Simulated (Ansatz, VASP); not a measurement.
One calculation of Nb, two programs

The input INCAR:

```
ALGO     = Normal         # electronic algorithm
EDIFF    = 1E-7           # SCF threshold, eV
EDIFFG   = -0.01          # ionic threshold
ENCUT    = 600            # plane-wave cutoff, eV
GGA      = PE             # functional
IBRION   = 2              # ionic algorithm
ISIF     = 3              # what is computed and relaxed
ISMEAR   = 0              # smearing method
LASPH    = T              # aspherical terms in the spheres
LCHARG   = F              # write CHGCAR
LREAL    = F              # projectors in reciprocal space
LWAVE    = F              # write WAVECAR
NELM     = 80             # most SCF steps
NSW      = 80             # ionic steps
PREC     = Accurate       # precision mode
SIGMA    = 0.1            # smearing width, eV
```

The input KPOINTS:

```
k-points
0
Gamma
  18 18 18
```

POSCAR

```
Nb
1.0
   -1.6570198772      1.6570198772      1.6570198772
    1.6570198772     -1.6570198772      1.6570198772
    1.6570198772      1.6570198772     -1.6570198772
Nb
1
Direct
    0.0000000000      0.0000000000      0.0000000000
```

Input for Ansatz:

```yaml
crystal:
  lattice:
    - [-1.6570198772, 1.6570198772, 1.6570198772]
    - [1.6570198772, -1.6570198772, 1.6570198772]
    - [1.6570198772, 1.6570198772, -1.6570198772]
  atoms:
    - { symbol: Nb, position: [0.0, 0.0, 0.0] }
basis:
  ecutwfc: 420
kpoints:
  mp_grid: { grid: [18, 18, 18] }
hamiltonian:
  xc: pbe
scf:
  occupations: { method: gaussian, width: 0.1 }
output:
  forces: true
  stress: true
  eigenvalues: true
  write_density: true
  write_potential: true
  elf: true
  volumetric_format: npy
relax:
  adjacent_minimum: "off"
  f_tol: 0.01
  max_steps: 60
  cell: { stress_tol: 0.1 }
```

Alike in both runs: task relaxation of cell and atoms; functional PBE; k mesh 18 × 18 × 18; occupations gaussian, width 0.1 eV; no spin polarisation.

|  | VASP | Ansatz |
| --- | --- | --- |
| version | VASP 6.6.1 | Ansatz 0.2.0 |
| potentials or method | VASP PAW PBE potentials, release 64 (Nb_sv), cutoff 600 eV | scalar-relativistic, plane waves, PAW |
| valence electrons in the cell | 13 | 13 |

```csv
,VASP,Ansatz,Ansatz less VASP
"gap on the k mesh at the Fermi level, each at its own relaxed structure (eV)",none,none,-
relaxed volume (Å³/atom),18.12,18.15,+0.032
relaxed length of the cell vector where the two differ most in proportion (Å),2.866,2.868,+0.0017
```

A gap of «none» marks a metal or a gap that the smearing closes.
